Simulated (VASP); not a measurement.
A run of VASP 6.6.1 is set up as follows.

Contents of INCAR:

```
SYSTEM = Ni
PREC = Accurate ; ENCUT = 520
EDIFF = 1E-6 ; ISMEAR = -1
SIGMA = 0.1 ; LREAL = .False.
LASPH = .True. ; NELM = 150
ALGO = Normal ; ISIF = 2
LWAVE = .False. ; LCHARG = .False.
ISPIN = 2 ; MAGMOM = 1.92
LORBIT = 11 ; NUPDOWN = 1.92
LMAXMIX = 4 ; GGA = PS
NBANDS = 15
```

KPOINTS

```
Automatic mesh
0
Gamma
  15 15 15
  0 0 0
```

The input POSCAR:

```
Ni
1.0
    0.0000000000      1.7720000000      1.7720000000
    1.7720000000      0.0000000000      1.7720000000
    1.7720000000      1.7720000000      0.0000000000
Ni
1
Direct
    0.0000000000      0.0000000000      0.0000000000
```

Potentials or basis: VASP PAW PBE potentials, release 64 (Ni).

Run with:

```bash
$ cat potpaw_PBE.64/Ni/POTCAR > POTCAR
$ mpirun -np 1 vasp_std > vasp.out
```

Predict the pressure.

9.2 GPa.

Caveat: the PAW data sets were made with another functional, which shifts forces and pressure a little; the total moment is fixed, so each spin has its own Fermi level.
